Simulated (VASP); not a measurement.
# Sr2YSiO6 (Fm-3m) in VASP: single point with PBE

Aim: the single point of Sr2YSiO6 with PBE.

Program: VASP 6.6.1. These are calculated values, not measurements. Logs are shortened: lines on timing, memory, paths and dates and some standing lists are left out, and cuts for length are marked.

## Step 1: The cell of the first run

It takes space group Fm-3m (No. 225, cubic). The conventional cell has a = 8.140 Å, b = 8.140 Å, c = 8.140 Å, α = 90.00°, β = 90.00°, γ = 90.00°. Within 3.8 Å of Sr (site symmetry -43m) lie 12 O at 2.89 Å and 4 Y at 3.52 Å and 4 Si at 3.52 Å. Y (site symmetry m-3m) has 6 O at 2.25 Å within 3.0 Å. Within 2.4 Å of O (site symmetry 4mm) lie 1 Si at 1.82 Å and 1 Y at 2.25 Å. Si (site symmetry m-3m) has 6 O at 1.82 Å within 2.4 Å.

## Step 2: Single point, PBE

File INCAR:

```
  PREC = Accurate
  ENCUT = 520
  EDIFF = 1E-6
  ISMEAR = 1
  SIGMA = 0.2665
  LREAL = False
  LASPH = True
  NELM = 80
  ALGO = Normal
  ISIF = 2
  LWAVE = False
  LCHARG = True
  GGA = PE
  LELF = True
  LVHAR = True
  NBANDS = 46
```

File KPOINTS:

```
Automatic mesh
0
Gamma
  7 7 7
```

File POSCAR:

```
Sr2YSiO6
1.0
    0.0000000000      4.0702470000      4.0702470000
    4.0702470000      0.0000000000      4.0702470000
    4.0702470000      4.0702470000      0.0000000000
Sr Y O Si
2 1 6 1
Direct
    0.2500000000      0.2500000000      0.2500000000
    0.7500000000      0.7500000000      0.7500000000
    0.5000000000      0.5000000000      0.5000000000
    0.7758763980      0.2241236020      0.2241236020
    0.2241236020      0.7758763980      0.2241236020
    0.2241236020      0.7758763980      0.7758763980
    0.7758763980      0.2241236020      0.7758763980
    0.2241236020      0.2241236020      0.7758763980
    0.7758763980      0.7758763980      0.2241236020
    0.0000000000      0.0000000000      0.0000000000
```

Potentials or basis: VASP PAW PBE potentials, release 64 (Sr_sv, Y_sv, O, Si).

Launch:

```bash
$ cat potpaw_PBE.64/Sr_sv/POTCAR potpaw_PBE.64/Y_sv/POTCAR potpaw_PBE.64/O/POTCAR potpaw_PBE.64/Si/POTCAR > POTCAR
$ mpirun -np 1 vasp_std > vasp.out
```

OUTCAR:

```text
PREC = Accurate
   ENCUT = 520
   EDIFF = 1E-6
   ISMEAR = 1
   LREAL = False
   LASPH = True
   NELM = 80
   ISIF = 2
   GGA = PE

 ion  position               nearest neighbor table
   1  0.250  0.250  0.250-   4 2.89   7 2.89   9 2.89   5 2.89   6 2.89   9 2.89   6 2.89   7 2.89
                             8 2.89   4 2.89   5 2.89   8 2.89   3 3.52  10 3.52  10 3.52  10 3.52
   2  0.750  0.750  0.750-   6 2.89   7 2.89   9 2.89   4 2.89   5 2.89   9 2.89   4 2.89   7 2.89
                             8 2.89   5 2.89   6 2.89   8 2.89   3 3.52  10 3.52   3 3.52  10 3.52
   3  0.500  0.500  0.500-   4 2.25   5 2.25   6 2.25   7 2.25   8 2.25   9 2.25   1 3.52   1 3.52
                             1 3.52   2 3.52   1 3.52   2 3.52   2 3.52   2 3.52
   4  0.776  0.224  0.224-  10 1.82   3 2.25   1 2.89   2 2.89   2 2.89   1 2.89
   5  0.224  0.776  0.224-  10 1.82   3 2.25   1 2.89   2 2.89   2 2.89   1 2.89
   6  0.224  0.776  0.776-  10 1.82   3 2.25   2 2.89   2 2.89   1 2.89   1 2.89
   7  0.776  0.224  0.776-  10 1.82   3 2.25   2 2.89   2 2.89   1 2.89   1 2.89
   8  0.224  0.224  0.776-  10 1.82   3 2.25   1 2.89   2 2.89   2 2.89   1 2.89
   9  0.776  0.776  0.224-  10 1.82   3 2.25   2 2.89   2 2.89   1 2.89   1 2.89
  10  0.000  0.000  0.000-   4 1.82   5 1.82   6 1.82   7 1.82   8 1.82   9 1.82   2 3.52   2 3.52
                             1 3.52   2 3.52   2 3.52   1 3.52   1 3.52   1 3.52

  LATTYP: Found a face centered cubic cell.
 ALAT       =     8.1404940000

  Lattice vectors:

 A1 = (   0.0000000000,   4.0702470000,   4.0702470000)
 A2 = (   4.0702470000,   0.0000000000,   4.0702470000)
 A3 = (   4.0702470000,   4.0702470000,   0.0000000000)

Analysis of symmetry for initial positions (statically):
=====================================================================
 Subroutine PRICEL returns:
 Original cell was already a primitive cell.

 Routine SETGRP: Setting up the symmetry group for a
 face centered cubic supercell.

 Subroutine GETGRP returns: Found 48 space group operations
 (whereof 48 operations were pure point group operations)
 out of a pool of 48 trial point group operations.

The static configuration has the point symmetry O_h .

Analysis of symmetry for dynamics (positions and initial velocities):
=====================================================================
 Subroutine PRICEL returns:
 Original cell was already a primitive cell.

 Routine SETGRP: Setting up the symmetry group for a
 face centered cubic supercell.

 Subroutine GETGRP returns: Found 48 space group operations
 (whereof 48 operations were pure point group operations)
 out of a pool of 48 trial point group operations.

The dynamic configuration has the point symmetry O_h .

 Subroutine INISYM returns: Found 48 space group operations
 (whereof 48 operations are pure point group operations),
 and found     1 'primitive' translations

----------------------------------------------------------------------------------------

                                     Primitive cell

  volume of cell :     134.8628

  direct lattice vectors                    reciprocal lattice vectors
     0.000000000  4.070247000  4.070247000    -0.122842668  0.122842668  0.122842668
     4.070247000  0.000000000  4.070247000     0.122842668 -0.122842668  0.122842668
     4.070247000  4.070247000  0.000000000     0.122842668  0.122842668 -0.122842668

  length of vectors
     5.756198510  5.756198510  5.756198510     0.212769742  0.212769742  0.212769742

  position of ions in fractional coordinates (direct lattice)
     0.250000000  0.250000000  0.250000000
     0.750000000  0.750000000  0.750000000
     0.500000000  0.500000000  0.500000000
     0.775876398  0.224123602  0.224123602
     0.224123602  0.775876398  0.224123602
     0.224123602  0.775876398  0.775876398
     0.775876398  0.224123602  0.775876398
     0.224123602  0.224123602  0.775876398
     0.775876398  0.775876398  0.224123602
     0.000000000  0.000000000  0.000000000

  ion indices of the primitive-cell ions
   primitive index   ion index
                 1           1
                 2           2
                 3           3
                 4           4
                 5           5
                 6           6
                 7           7
                 8           8
                 9           9
                10          10

----------------------------------------------------------------------------------------

 KPOINTS: Automatic mesh

Automatic generation of k-mesh.
 Grid dimensions read from file:
 generate k-points for:    7    7    7

 Generating k-lattice:

  Cartesian coordinates                     Fractional coordinates (reciprocal lattice)
    -0.017548953  0.017548953  0.017548953     0.142857143  0.000000000  0.000000000
     0.017548953 -0.017548953  0.017548953     0.000000000  0.142857143  0.000000000
     0.017548953  0.017548953 -0.017548953     0.000000000  0.000000000  0.142857143

  Length of vectors
     0.030395677  0.030395677  0.030395677

  Shift w.r.t. Gamma in fractional coordinates (k-lattice)
     0.000000000  0.000000000  0.000000000

 Subroutine IBZKPT returns following result:
 ===========================================

 Found     20 irreducible k-points:

 Following reciprocal coordinates:
            Coordinates               Weight
  0.000000  0.000000  0.000000      1.000000
  0.142857  0.000000  0.000000      8.000000
  0.285714  0.000000  0.000000      8.000000
  0.428571  0.000000  0.000000      8.000000
  0.142857  0.142857  0.000000      6.000000
  0.285714  0.142857  0.000000     24.000000
[... 12 lines left out ...]
 -0.428571  0.428571  0.142857     24.000000
 -0.285714  0.428571  0.142857     24.000000
   k-points           NKPTS =     20   k-points in BZ     NKDIM =     20   number of bands    NBANDS=     46
   number of dos      NEDOS =    301   number of ions     NIONS =     10
   total plane-waves  NPLWV = 110592
   dimension x,y,z NGX =    48 NGY =   48 NGZ =   48
   dimension x,y,z NGXF=    96 NGYF=   96 NGZF=   96
   ions per type =               2   1   6   1
   NGX,Y,Z   is equivalent  to a cutoff of  13.86, 13.86, 13.86 a.u.
   NGXF,Y,Z  is equivalent  to a cutoff of  27.73, 27.73, 27.73 a.u.
 SYSTEM =  unknown system
   PREC   = accura    normal or accurate (medium, high low for compatibility)
   ISTART =      0    job   : 0-new  1-cont  2-samecut
   ICHARG =      2    charge: 1-file 2-atom 10-const
   ISPIN  =      1    spin polarized calculation?
   LNONCOLLINEAR =      F non collinear calculations
   LSORBIT =      F    spin-orbit coupling
   LASPH  =      T    aspherical Exc in radial PAW
   ENCUT  =  520.0 eV  38.22 Ry    6.18 a.u.  10.70 10.70 10.70*2*pi/ulx,y,z
   NELM   =     80;   NELMIN=  2; NELMDL= -5     # of ELM steps
   EDIFF  = 0.1E-05   stopping-criterion for ELM
   LREAL  =      F    real-space projection
   EDIFFG = 0.1E-04   stopping-criterion for IOM
   NSW    =      0    number of steps for IOM
   IBRION =     -1    ionic relax: 0-MD 1-quasi-New 2-CG
   NFREE  =      0    steps in history (QN), initial steepest desc. (CG)
   ISIF   =      2    stress and relaxation
   ISYM   =      2    0-nonsym 1-usesym 2-fastsym
   POTIM  = 0.5000    time-step for ionic-motion
   TEBEG  =    0.0;   TEEND  =   0.0 temperature during run
   PSTRESS=    0.0 pullay stress
   NELECT =      71.0000    total number of electrons
   NUPDOWN=      -1.0000    fix difference up-down
   EMIN   =  10.00;   EMAX   =-10.00  energy-range for DOS
   EFERMI =   0.00;   METHOD = LEGACY
   ISMEAR =     1;   SIGMA  =   0.27  broadening in eV -4-tet -1-fermi 0-gaus
   EFERMI_NEDOS =   21; number of points for ismear=-14 and -15
   IALGO  =     38    algorithm
   IMIX   =      4    mixing-type and parameters
     AMIX     =   0.40;   BMIX     =  1.00
     AMIX_MAG =   1.60;   BMIX_MAG =  1.00
  volume/ion in A,a.u.               =      13.49        91.01
  Fermi-wavevector in a.u.,A,eV,Ry     =   1.321895  2.498019 23.774895  1.747406
  Thomas-Fermi vector in A             =   2.451615
   LORBIT       =      0    0 simple, 1 ext, 2 COOP (PROOUT), +10 PAW based schemes
   GGA     = PE    functional components
   LHFCALC =     F    Hartree Fock is set to
   AEXX    =    0.0000 exact exchange contribution
   IVDW    =     0    specifies the selected vdW correction
   LEPSILON=     F    determine dielectric tensor
   LRPA    =     F    only Hartree local field effects (RPA)
 non-spin polarized calculation
 Methfessel and Paxton  Order N= 1 SIGMA  =   0.27
  energy-cutoff  :      520.00
  volume of cell :      134.86
 maximum number of plane-waves:      3695
 NGX is ok and might be reduce to    48
   NGX = 21   NGY = 21   NGZ = 21

 number of electron      71.0000017 magnetization

 Free energy of the ion-electron system (eV)
  ---------------------------------------------------
  ext. energy  EPLUGINS =         0.00000000
  ---------------------------------------------------
  free energy    TOTEN  =       -73.16595022 eV

  energy without entropy =      -73.14315248  energy(sigma->0) =      -73.15835098

 E-fermi :   2.7941     XC(G=0): -10.5603

 val. band max:        2.7600770834   @ k =  -0.1429   0.1429   0.0000
 cond. band min:       2.8090848098   @ k =  -0.4286   0.4286   0.1429
 fundamental gap:      0.0490077264
 Fermi energy:         2.7940765659

 k-point     1 :       0.0000    0.0000    0.0000
  band No.  band energies     occupation
      1     -37.0663      2.00000
      2     -30.4678      2.00000
      3     -30.4360      2.00000
      4     -17.5446      2.00000
      5     -17.5446      2.00000
      6     -17.5446      2.00000
[... 38 lines left out ...]
     45       9.2071      0.00000
     46      11.6302      0.00000
[... 890 lines left out ...]
      6     -17.5544      2.00000
[... 38 lines left out ...]
     45      10.4084      0.00000
     46      10.5389      0.00000

------------------------ aborting loop because EDIFF is reached ----------------------------------------

  FORCE on cell =-STRESS in cart. coord.  units (eV):
  Direction    XX          YY          ZZ          XY          YZ          ZX
  --------------------------------------------------------------------------------------
  -------------------------------------------------------------------------------------
  Total       -4.8777570     -4.8777570     -4.8777570      0.0000000     -0.0000000      0.0000000
  in kB      -57.9480001    -57.9480001    -57.9480001      0.0000000     -0.0000000      0.0000000
  external PRESSURE =     -57.9480001 kB  Pullay stress =       0.0000000 kB

 VOLUME and BASIS-vectors are now :
 -----------------------------------------------------------------------------
  energy-cutoff  :      520.00
  volume of cell :      134.86
      direct lattice vectors                 reciprocal lattice vectors
     0.000000000  4.070247000  4.070247000    -0.122842668  0.122842668  0.122842668
     4.070247000  0.000000000  4.070247000     0.122842668 -0.122842668  0.122842668
     4.070247000  4.070247000  0.000000000     0.122842668  0.122842668 -0.122842668

 POSITION                                       TOTAL-FORCE (eV/Angst)
 -----------------------------------------------------------------------------------
      2.03512      2.03512      2.03512         0.000000      0.000000     -0.000000
      6.10537      6.10537      6.10537         0.000000      0.000000      0.000000
      4.07025      4.07025      4.07025         0.000000      0.000000      0.000000
      1.82448      4.07025      4.07025         0.022949      0.000000      0.000000
      4.07025      1.82448      4.07025         0.000000      0.022949      0.000000
      6.31602      4.07025      4.07025        -0.022949      0.000000      0.000000
      4.07025      6.31602      4.07025         0.000000     -0.022949      0.000000
      4.07025      4.07025      1.82448         0.000000      0.000000      0.022949
      4.07025      4.07025      6.31602         0.000000      0.000000     -0.022949
      0.00000      0.00000      0.00000         0.000000      0.000000     -0.000000
 -----------------------------------------------------------------------------------
    total drift:                               -0.000000     -0.000000      0.000000

  FREE ENERGIE OF THE ION-ELECTRON SYSTEM (eV)
  ---------------------------------------------------
  free  energy   TOTEN  =       -73.1659502245 eV

  energy  without entropy=      -73.1431524795  energy(sigma->0) =      -73.15835098
```

Run time: 4.9 min. Hardware: 1 thread of AMD EPYC 7R13 (Zen 3), shared host; peak memory 0.38 GiB.

What came out:

- Free energy: -73.1660 eV
- Pressure: -5.8 GPa
- Largest force: 0.023 eV/Å

Forces in eV/Å, atoms in the order of the input:
```
Sr   0.000  0.000  0.000
Sr   0.000  0.000  0.000
Y    0.000  0.000  0.000
O    0.023  0.000  0.000
O    0.000  0.023  0.000
O   -0.023  0.000  0.000
O    0.000 -0.023  0.000
O    0.000  0.000  0.023
O    0.000  0.000 -0.023
Si   0.000  0.000  0.000
```

Caveat: an odd number of electrons without spin polarisation forces a metal; a magnetic or distorted state may lie lower.
